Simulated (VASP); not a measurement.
## CdHg: relaxation of cell and atoms with PBE

Crystal: CdHg.

```xyz
2
Lattice="1.8649 -3.0288 0.0000 1.8649 3.0288 0.0000 0.0000 0.0000 6.0576" Properties=species:S:1:pos:R:3 pbc="T T T"
Cd    0.0000    0.0000    0.0000
Hg    1.8649    0.0000    3.0288
```

```json
{
  "Program": "VASP 6.6.1",
  "Task": "relaxation of cell and atoms",
  "Functional": "PBE",
  "Potentials or basis": "VASP PAW PBE potentials, release 64 (Cd, Hg)",
  "Cutoff": "600 eV",
  "k mesh": "14 × 14 × 8",
  "Occupations": "gaussian, width 0.1 eV",
  "Spin": "no spin polarisation",
  "Dipole correction": "no",
  "Further INCAR settings": "ALGO = Normal; EDIFF = 1e-07; IBRION = 2; EDIFFG = -0.005; NSW = 100; ISIF = 3"
}
```

```json
{"Relaxed volume": "25.09 Å³/atom", "Relaxed cell": "a = 3.305 Å, b = 3.305 Å, c = 5.382 Å, α = 90.00°, β = 90.00°, γ = 121.39°", "Space group after relaxing (to 0.05 Å)": "Cmmm (No. 65)", "Energy gained by relaxing": "108.1 meV/atom", "Ionic steps": "15", "Pressure after relaxing": "0.0 GPa", "Band gap on the k mesh": "zero (band 12 reaches 2.75 eV, above the bottom of band 13 at 0.51 eV)"}
```

The path:
```tsv
step	energy change (eV)	largest force (eV/Å)	pressure (GPa)	volume (Å³)
1	0.0000	0.0000	-2.22	68.43
2	-0.0661	0.0000	-2.33	63.84
3	-0.2016	0.0000	-0.21	51.28
4	-0.2016	0.0000	0.22	50.43
5	-0.2019	0.0000	-0.02	50.88
6	-0.2040	0.0000	0.03	50.75
7	-0.2101	0.0000	0.10	50.36
8	-0.2140	0.0000	0.37	49.47
9	-0.2158	0.0000	0.20	49.82
10	-0.2158	0.0000	0.23	49.76
11	-0.2158	0.0000	0.22	49.79
12	-0.2155	0.0000	-0.26	50.68
13	-0.2161	0.0000	0.02	50.13
14	-0.2161	0.0000	0.03	50.13
15	-0.2161	0.0000	-0.01	50.18
```

Final structure:
```yaml
crystal:
  lattice:
    - [1.61764, -2.88211, 0.00000]
    - [1.61764, 2.88211, 0.00000]
    - [0.00000, 0.00000, 5.38153]
  atoms:
    - { symbol: Cd, position: [0.00000, 0.00000, 0.00000] }
    - { symbol: Hg, position: [0.50000, 0.50000, 0.50000] }
```

Levels at points of the mesh, in eV from the Fermi level:
```tsv
k point	band 9	band 10	band 11	band 12	band 13	band 14	band 15	band 16
(0.00, 0.00, 0.00)	-6.77	-6.31	-6.24	-1.62	-1.60	10.86	11.07	12.27
(0.50, 0.00, 0.00)	-6.50	-5.89	-2.47	-2.07	2.45	3.20	4.44	5.16
(0.50, 0.50, 0.00)	-6.35	-5.92	-2.76	-1.99	2.00	2.52	2.76	6.98
(0.00, 0.00, 0.50)	-6.60	-6.39	-6.33	-6.18	5.86	5.96	12.48	12.75
(0.50, 0.00, 0.50)	-6.22	-5.89	-1.22	-1.12	-0.96	0.15	7.57	7.77
(0.50, 0.50, 0.50)	-6.52	-5.92	-2.14	-1.45	-0.18	-0.10	8.90	8.96
```

Run time: 63 min on 1 thread of AMD EPYC 7R13 Processor (Zen 3), on a shared host, peak memory 0.51 GiB.

Caveat: the volume moved by over 15 % at a fixed basis, so the end points are rough; spin-orbit coupling is left out, which moves the levels of the heavy elements.
